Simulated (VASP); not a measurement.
# HgTe (Cmcm) in VASP: notebook

Runs on HgTe. Level: r2SCAN. Tasks: single point.

Program: VASP 6.6.1. These are calculated values, not measurements. Logs are shortened: lines on timing, memory, paths and dates and some standing lists are left out, and cuts for length are marked.

**1. The cell of the first run**

Symmetry: Cmcm, No. 63, orthorhombic system. The conventional cell has a = 5.907 Å, b = 6.784 Å, c = 5.562 Å, α = 90.00°, β = 90.00°, γ = 90.00°. Hg (site symmetry m2m) has 6 Te at 2.85 to 3.76 Å and 2 Hg at 3.67 Å within 3.8 Å. Te (site symmetry m2m) has 6 Hg at 2.85 to 3.76 Å within 3.8 Å.

**2. Single point, r2SCAN (strain +0.000 along x and y, -0.050 along z)**

File POSCAR:

```
HgTe
1.0
    2.9534868717     -3.3921426310      0.0000000000
    2.9534868717      3.3921426310      0.0000000000
    0.0000000000      0.0000000000      5.5619578730
Hg Te
2 2
Direct
    0.3235325388      0.6764674612      0.7500000000
    0.6764674612      0.3235325388      0.2500000000
    0.7700436581      0.2299563419      0.7500000000
    0.2299563419      0.7700436581      0.2500000000
```

File INCAR.step1:

```
PREC = Accurate
ENCUT = 520
ISMEAR = 0
SIGMA = 0.15
LREAL = F
LASPH = T
NELM = 80
NBANDS = 26
GGA = PE
ALGO = Normal
EDIFF = 1E-4
LWAVE = T
LCHARG = F
```

File INCAR.step2:

```
PREC = Accurate
ENCUT = 520
EDIFF = 1E-7
ISMEAR = 0
SIGMA = 0.15
LREAL = F
LASPH = T
NELM = 80
ALGO = Normal
ISIF = 2
LWAVE = F
LCHARG = F
METAGGA = R2SCAN
LMIXTAU = T
NBANDS = 26
ISTART = 1
```

File KPOINTS:

```
Automatic mesh
0
Gamma
  12 12 8
```

Potentials or basis: VASP PAW PBE potentials, release 64 (Hg, Te).

Started as:

```console
> cat potpaw_PBE.64/Hg/POTCAR potpaw_PBE.64/Te/POTCAR > POTCAR
> cp INCAR.step1 INCAR
> mpirun -np 1 vasp_std > vasp.out
> cp INCAR.step2 INCAR
> mpirun -np 1 vasp_std > vasp.out
```

OUTCAR:

```text
PREC = Accurate
   ENCUT = 520
   EDIFF = 1E-7
   ISMEAR = 0
   LREAL = F
   LASPH = T
   NELM = 80
   ISIF = 2
   METAGGA = R2SCAN
   ISTART = 1

 ion  position               nearest neighbor table
   1  0.324  0.676  0.750-   4 2.85   4 2.85   3 2.98   3 2.98   3 3.03   2 3.67   2 3.67   3 3.76

   2  0.676  0.324  0.250-   3 2.85   3 2.85   4 2.98   4 2.98   4 3.03   1 3.67   1 3.67   4 3.76

   3  0.770  0.230  0.750-   2 2.85   2 2.85   1 2.98   1 2.98   1 3.03   1 3.76
   4  0.230  0.770  0.250-   1 2.85   1 2.85   2 2.98   2 2.98   2 3.03   2 3.76

  LATTYP: Found a base centered orthorhombic cell.
 ALAT       =     5.9069737434
 B/A-ratio  =     1.1485213168
 C/A-ratio  =     0.9415917718

  Lattice vectors:

 A1 = (   2.9534868717,  -3.3921426310,   0.0000000000)
 A2 = (   2.9534868717,   3.3921426310,   0.0000000000)
 A3 = (   0.0000000000,   0.0000000000,   5.5619578730)

Analysis of symmetry for initial positions (statically):
=====================================================================
 Subroutine PRICEL returns:
 Original cell was already a primitive cell.

 Routine SETGRP: Setting up the symmetry group for a
 base centered orthorhombic supercell.

 Subroutine GETGRP returns: Found  8 space group operations
 (whereof  4 operations were pure point group operations)
 out of a pool of  8 trial point group operations.

The static configuration has the point symmetry C_2h.
 The point group associated with its full space group is D_2h.

Analysis of symmetry for dynamics (positions and initial velocities):
=====================================================================
 Subroutine PRICEL returns:
 Original cell was already a primitive cell.

 Routine SETGRP: Setting up the symmetry group for a
 base centered orthorhombic supercell.

 Subroutine GETGRP returns: Found  8 space group operations
 (whereof  4 operations were pure point group operations)
 out of a pool of  8 trial point group operations.

The dynamic configuration has the point symmetry C_2h.
 The point group associated with its full space group is D_2h.

 Subroutine INISYM returns: Found  8 space group operations
 (whereof  4 operations are pure point group operations),
 and found     1 'primitive' translations

----------------------------------------------------------------------------------------

                                     Primitive cell

  volume of cell :     111.4466

  direct lattice vectors                    reciprocal lattice vectors
     2.953486872 -3.392142631  0.000000000     0.169291425 -0.147399462  0.000000000
     2.953486872  3.392142631  0.000000000     0.169291425  0.147399462  0.000000000
     0.000000000  0.000000000  5.561957873     0.000000000  0.000000000  0.179792804

  length of vectors
     4.497745694  4.497745694  5.561957873     0.224468679  0.224468679  0.179792804

  position of ions in fractional coordinates (direct lattice)
     0.323532539  0.676467461  0.750000000
     0.676467461  0.323532539  0.250000000
     0.770043658  0.229956342  0.750000000
     0.229956342  0.770043658  0.250000000

  ion indices of the primitive-cell ions
   primitive index   ion index
                 1           1
                 2           2
                 3           3
                 4           4

----------------------------------------------------------------------------------------

 KPOINTS: Automatic mesh

Automatic generation of k-mesh.
 Grid dimensions read from file:
 generate k-points for:   12   12    8

 Generating k-lattice:

  Cartesian coordinates                     Fractional coordinates (reciprocal lattice)
     0.014107619 -0.012283289  0.000000000     0.083333333  0.000000000  0.000000000
     0.014107619  0.012283289  0.000000000     0.000000000  0.083333333  0.000000000
     0.000000000  0.000000000  0.022474100     0.000000000  0.000000000  0.125000000

  Length of vectors
     0.018705723  0.018705723  0.022474100

  Shift w.r.t. Gamma in fractional coordinates (k-lattice)
     0.000000000  0.000000000  0.000000000

 Subroutine IBZKPT returns following result:
 ===========================================

 Found    215 irreducible k-points:

 Following reciprocal coordinates:
            Coordinates               Weight
  0.000000  0.000000  0.000000      1.000000
  0.083333  0.000000  0.000000      4.000000
  0.166667  0.000000  0.000000      4.000000
  0.250000 -0.000000  0.000000      4.000000
  0.333333  0.000000  0.000000      4.000000
  0.416667 -0.000000  0.000000      4.000000
[... 16 lines left out ...]
  0.500000  0.166667  0.000000      4.000000
 -0.416667  0.166667  0.000000      4.000000
 [... further k-points ...]
   k-points           NKPTS =    215   k-points in BZ     NKDIM =    215   number of bands    NBANDS=     26
   number of dos      NEDOS =    301   number of ions     NIONS =      4
   total plane-waves  NPLWV =  54432
   dimension x,y,z NGX =    36 NGY =   36 NGZ =   42
[... 39 lines left out ...]
   METAGGA = R2SCAN    functional components
   LHFCALC =     F    Hartree Fock is set to
   AEXX    =    0.0000 exact exchange contribution
   IVDW    =     0    specifies the selected vdW correction
   LEPSILON=     F    determine dielectric tensor
   LRPA    =     F    only Hartree local field effects (RPA)
 non-spin polarized calculation
 Gauss-broadening in eV      SIGMA  =   0.15
  energy-cutoff  :      520.00
  volume of cell :      111.45
 maximum number of plane-waves:      3031
 NGX is ok and might be reduce to    36
   NGX = 17   NGY = 17   NGZ = 21

 number of electron      36.0000006 magnetization

 Free energy of the ion-electron system (eV)
  ---------------------------------------------------
  ext. energy  EPLUGINS =         0.00000000
  ---------------------------------------------------
  free energy    TOTEN  =      -149.56594730 eV

  energy without entropy =     -149.55064021  energy(sigma->0) =     -149.55829376

 E-fermi :   4.4980     XC(G=0): -10.4743

 val. band max:        4.4759556065   @ k =   0.3333   0.0000   0.2500
 cond. band min:       4.5031118813   @ k =   0.1667   0.0833   0.2500
 fundamental gap:      0.0271562749
 Fermi energy:         4.4979798844

 k-point     1 :       0.0000    0.0000    0.0000
  band No.  band energies     occupation
      1      -8.3293      2.00000
      2      -7.0280      2.00000
      3      -2.9349      2.00000
      4      -2.8617      2.00000
      5      -2.7587      2.00000
      6      -2.7403      2.00000
[... 18 lines left out ...]
     25      12.0250      0.00000
     26      12.5480      0.00000

 k-point     2 :       0.0833    0.0000    0.0000
  band No.  band energies     occupation
      1      -8.2925      2.00000
      2      -7.0229      2.00000
      3      -2.9530      2.00000
      4      -2.8646      2.00000
      5      -2.7840      2.00000
      6      -2.7652      2.00000
[... 18 lines left out ...]
     25      12.0319      0.00000
     26      12.7261      0.00000

 k-point     3 :       0.1667    0.0000    0.0000
  band No.  band energies     occupation
      1      -8.1849      2.00000
      2      -7.0140      2.00000
      3      -3.0001      2.00000
      4      -2.8730      2.00000
      5      -2.8478      2.00000
      6      -2.7845      2.00000
[... 18 lines left out ...]
     25      12.1255      0.00000
     26      12.2010      0.00000

 k-point     4 :       0.2500   -0.0000    0.0000
  band No.  band energies     occupation
      1      -8.0155      2.00000
      2      -7.0192      2.00000
      3      -3.0597      2.00000
      4      -2.9120      2.00000
      5      -2.8864      2.00000
      6      -2.8132      2.00000
[... 18 lines left out ...]
     25      11.6659      0.00000
     26      12.2516      0.00000
[... 496 lines left out ...]
      1      -7.4051      2.00000
      2      -7.2611      2.00000
      3      -3.0934      2.00000
      4      -3.0165      2.00000
      5      -2.9605      2.00000
      6      -2.8154      2.00000
[... 18 lines left out ...]
     25      11.7707      0.00000
     26      11.9320      0.00000

 k-point    23 :       0.5000    0.1667    0.0000
  band No.  band energies     occupation
      1      -7.4441      2.00000
      2      -7.2405      2.00000
      3      -3.0541      2.00000
      4      -2.9475      2.00000
      5      -2.9293      2.00000
      6      -2.8297      2.00000
[... 18 lines left out ...]
     25      11.4916      0.00000
     26      12.5404      0.00000

 k-point    24 :      -0.4167    0.1667    0.0000
  band No.  band energies     occupation
      1      -7.6482      2.00000
      2      -7.1264      2.00000
      3      -3.0384      2.00000
      4      -2.9184      2.00000
      5      -2.8599      2.00000
      6      -2.8376      2.00000
[... 18 lines left out ...]
     25      11.3125      0.00000
     26      12.4968      0.00000

 [... further k-points ...]

------------------------ aborting loop because EDIFF is reached ----------------------------------------

  FORCE on cell =-STRESS in cart. coord.  units (eV):
  Direction    XX          YY          ZZ          XY          YZ          ZX
  --------------------------------------------------------------------------------------
  -------------------------------------------------------------------------------------
  Total        1.6151551      1.5020472      4.9538907      0.0000000      0.0000000      0.0000000
  in kB       23.2197728     21.5937126     71.2180644      0.0000000      0.0000000      0.0000000
  external PRESSURE =      38.6771833 kB  Pullay stress =       0.0000000 kB

 VOLUME and BASIS-vectors are now :
 -----------------------------------------------------------------------------
  energy-cutoff  :      520.00
  volume of cell :      111.45
      direct lattice vectors                 reciprocal lattice vectors
     2.953486872 -3.392142631  0.000000000     0.169291425 -0.147399462  0.000000000
     2.953486872  3.392142631  0.000000000     0.169291425  0.147399462  0.000000000
     0.000000000  0.000000000  5.561957873     0.000000000  0.000000000  0.179792804

 POSITION                                       TOTAL-FORCE (eV/Angst)
 -----------------------------------------------------------------------------------
      2.95349      1.19721      4.17147         0.000000     -0.027178      0.000000
      2.95349     -1.19721      1.39049         0.000000      0.027178     -0.000000
      2.95349     -1.83205      4.17147         0.000000     -0.299266     -0.000000
      2.95349      1.83205      1.39049         0.000000      0.299266      0.000000
 -----------------------------------------------------------------------------------
    total drift:                                0.000000      0.000000      0.000000

  FREE ENERGIE OF THE ION-ELECTRON SYSTEM (eV)
  ---------------------------------------------------
  free  energy   TOTEN  =      -149.5659472985 eV

  energy  without entropy=     -149.5506402126  energy(sigma->0) =     -149.55829376
```

Run time: 41 min. Hardware: 1 thread of Oxide Virtual Turin-like, shared host; peak memory 0.61 GiB.

What came out:

```
Free energy            : -149.5659 eV
Pressure               : 3.9 GPa
Largest force          : 0.299 eV/Å
Band gap on the k mesh : zero (bands 18 and 19 overlap by 2.45 eV)
```

Forces in eV/Å, atoms in the order of the input:
```
Hg   0.000 -0.027  0.000
Hg   0.000  0.027  0.000
Te   0.000 -0.299  0.000
Te   0.000  0.299  0.000
```

Caveat: the cell differs from its parent crystal (strain +0.000 along x and y, -0.050 along z); the cell stands under pressure; the PAW data sets were made with another functional, which shifts forces and pressure a little; spin-orbit coupling is left out, which moves the levels of the heavy elements.

**3. Single point, r2SCAN (strain -0.050 along x and y, +0.025 along z)**

File POSCAR:

```
HgTe
1.0
    2.8058125281     -3.2225354994      0.0000000000
    2.8058125281      3.2225354994      0.0000000000
    0.0000000000      0.0000000000      6.0010598103
Hg Te
2 2
Direct
    0.3235325388      0.6764674612      0.7500000000
    0.6764674612      0.3235325388      0.2500000000
    0.7700436581      0.2299563419      0.7500000000
    0.2299563419      0.7700436581      0.2500000000
```

File INCAR.step1:

```
PREC = Accurate
ENCUT = 520
ISMEAR = 0
SIGMA = 0.15
LREAL = False
LASPH = True
NELM = 60
NBANDS = 26
GGA = PE
ALGO = Normal
EDIFF = 1E-4
LWAVE = True
LCHARG = False
```

File INCAR.step2:

```
PREC = Accurate
ENCUT = 520
EDIFF = 1E-6
ISMEAR = 0
SIGMA = 0.15
LREAL = False
LASPH = True
NELM = 60
ALGO = Normal
ISIF = 2
LWAVE = False
LCHARG = False
METAGGA = R2SCAN
LMIXTAU = True
NBANDS = 26
ISTART = 1
```

File KPOINTS:

```
regular mesh
0
Gamma
  12 12 8
```

Potentials or basis: VASP PAW PBE potentials, release 64 (Hg, Te).

Started as:

```console
> cat potpaw_PBE.64/Hg/POTCAR potpaw_PBE.64/Te/POTCAR > POTCAR
> cp INCAR.step1 INCAR
> mpirun -np 1 vasp_std > vasp.out
> cp INCAR.step2 INCAR
> mpirun -np 1 vasp_std > vasp.out
```

It took 44 min on 1 thread of Oxide Virtual Turin-like, shared host; peak memory 0.59 GiB.

Results (log left out):

```yaml
Free_energy: -149.4870 eV
Pressure: 5.2 GPa
Largest_force: 0.182 eV/Å
Band_gap_on_the_k_mesh: zero (bands 18 and 19 overlap by 2.41 eV)
```

Forces in eV/Å, atoms in the order of the input:
```
Hg   0.000  0.180  0.000
Hg   0.000 -0.180  0.000
Te   0.000 -0.182  0.000
Te   0.000  0.182  0.000
```

Stress tensor (GPa, compression positive):
```
8.57 0.00 0.00
0.00 4.94 0.00
0.00 0.00 1.96
```

Levels at points of the mesh, in eV from the Fermi level:
| k point | band 15 | band 16 | band 17 | band 18 | band 19 | band 20 | band 21 | band 22 |
| --- | --- | --- | --- | --- | --- | --- | --- | --- |
| (0.00, 0.00, 0.00) | -2.46 | -2.07 | -1.28 | -0.41 | -0.25 | -0.02 | 4.90 | 6.90 |
| (0.50, 0.00, 0.00) | -2.73 | -2.15 | -0.42 | -0.29 | 2.51 | 3.50 | 4.11 | 4.91 |
| (0.50, 0.50, 0.00) | -2.83 | -2.62 | -2.56 | -2.34 | -1.87 | -1.54 | 3.86 | 5.56 |
| (0.00, 0.00, 0.50) | -2.08 | -2.08 | -1.14 | -1.14 | 1.01 | 1.01 | 5.75 | 5.75 |
| (0.50, 0.00, 0.50) | -0.53 | -0.53 | 0.46 | 0.46 | 2.87 | 2.87 | 3.99 | 3.99 |
| (0.50, 0.50, 0.50) | -3.66 | -3.66 | -3.38 | -3.38 | 1.85 | 1.85 | 5.40 | 5.40 |

Caveat: the cell differs from its parent crystal (strain -0.050 along x and y, +0.025 along z); the stress differs along the axes, from 2 to 9 GPa; the PAW data sets were made with another functional, which shifts forces and pressure a little; spin-orbit coupling is left out, which moves the levels of the heavy elements.

**4. Single point, r2SCAN (strain +0.050 along x and y, -0.050 along z)**

File POSCAR:

```
HgTe
1.0
    3.1011612153     -3.5617497626      0.0000000000
    3.1011612153      3.5617497626      0.0000000000
    0.0000000000      0.0000000000      5.5619578730
Hg Te
2 2
Direct
    0.3235325388      0.6764674612      0.7500000000
    0.6764674612      0.3235325388      0.2500000000
    0.7700436581      0.2299563419      0.7500000000
    0.2299563419      0.7700436581      0.2500000000
```

File INCAR.step1:

```
  ALGO = Normal
  EDIFF = 1E-4
  ENCUT = 520
  GGA = PE
  ISMEAR = 0
  LASPH = T
  LCHARG = F
  LREAL = F
  LWAVE = T
  NBANDS = 26
  NELM = 60
  PREC = Accurate
  SIGMA = 0.15
```

File INCAR.step2:

```
  ALGO = Normal
  EDIFF = 1E-6
  ENCUT = 520
  ISIF = 2
  ISMEAR = 0
  ISTART = 1
  LASPH = T
  LCHARG = F
  LMIXTAU = T
  LREAL = F
  LWAVE = F
  METAGGA = R2SCAN
  NBANDS = 26
  NELM = 60
  PREC = Accurate
  SIGMA = 0.15
```

File KPOINTS:

```
k-points
0
Gamma
  12 12 8
```

Started as:

```console
> cat potpaw_PBE.64/Hg/POTCAR potpaw_PBE.64/Te/POTCAR > POTCAR
> cp INCAR.step1 INCAR
> mpirun -np 1 vasp_std > vasp.out
> cp INCAR.step2 INCAR
> mpirun -np 1 vasp_std > vasp.out
```

Run time: 35 min. Hardware: 1 thread of Oxide Virtual Turin-like, shared host; peak memory 0.65 GiB.

The run converged. Its results:

```
Free energy            : -149.5577 eV
Pressure               : -0.4 GPa
Largest force          : 0.188 eV/Å
Band gap on the k mesh : zero (bands 18 and 19 overlap by 1.70 eV)
```

Forces in eV/Å, atoms in the order of the input:
```
Hg   0.000 -0.104  0.000
Hg   0.000  0.104  0.000
Te   0.000 -0.188  0.000
Te   0.000  0.188  0.000
```

Stress tensor (GPa, compression positive):
```
-2.86  0.00  0.00
 0.00 -0.97  0.00
 0.00  0.00  2.66
```

Levels at points of the mesh, in eV from the Fermi level:
```csv
k point,band 16,band 17,band 18,band 19,band 20,band 21
"(0.00, 0.00, 0.00)",-2.50,-0.94,-0.65,-0.17,-0.10,4.22
"(0.50, 0.00, 0.00)",-2.15,-0.84,-0.83,1.01,2.03,3.74
"(0.50, 0.50, 0.00)",-2.09,-1.59,-1.59,-1.28,-0.94,4.55
"(0.00, 0.00, 0.50)",-1.72,-1.16,-1.16,2.51,2.51,5.41
"(0.50, 0.00, 0.50)",-0.90,0.42,0.42,2.23,2.23,4.03
"(0.50, 0.50, 0.50)",-2.73,-2.68,-2.68,3.19,3.19,6.49
```

Caveat: the cell differs from its parent crystal (strain +0.050 along x and y, -0.050 along z); the stress differs along the axes, from -3 to 3 GPa; the PAW data sets were made with another functional, which shifts forces and pressure a little; spin-orbit coupling is left out, which moves the levels of the heavy elements.

**5. Summary**

```csv
cell,gap on the mesh (eV),pressure (GPa),largest force (eV/Å)
"a = 4.498, b = 4.498, c = 5.562 Å, angles 90.0, 90.0, 97.9°, 4 atoms",none,3.9,0.30
"a = 4.273, b = 4.273, c = 6.001 Å, angles 90.0, 90.0, 97.9°, 4 atoms",none,5.2,0.18
"a = 4.723, b = 4.723, c = 5.562 Å, angles 90.0, 90.0, 97.9°, 4 atoms",none,-0.4,0.19
```

Alike in all rows: task single point; level r2SCAN; potentials or basis VASP PAW PBE potentials, release 64 (Hg, Te); no spin polarisation; k mesh 12 × 12 × 8; cutoff (eV) 520; smearing gaussian 0.15 eV.

Caveats: the PAW data sets were made with another functional, which shifts forces and pressure a little; spin-orbit coupling is left out, which moves the levels of the heavy elements; the cell stands under pressure (at least some runs); the stress differs along the axes, from 2 to 9 GPa (at least some runs); the stress differs along the axes, from -3 to 3 GPa (at least some runs).

Total energies depend on the potentials used, so only differences within one code and one set of settings carry meaning.

The gap in the log of VASP goes by the Fermi energy; the results here count the filled bands.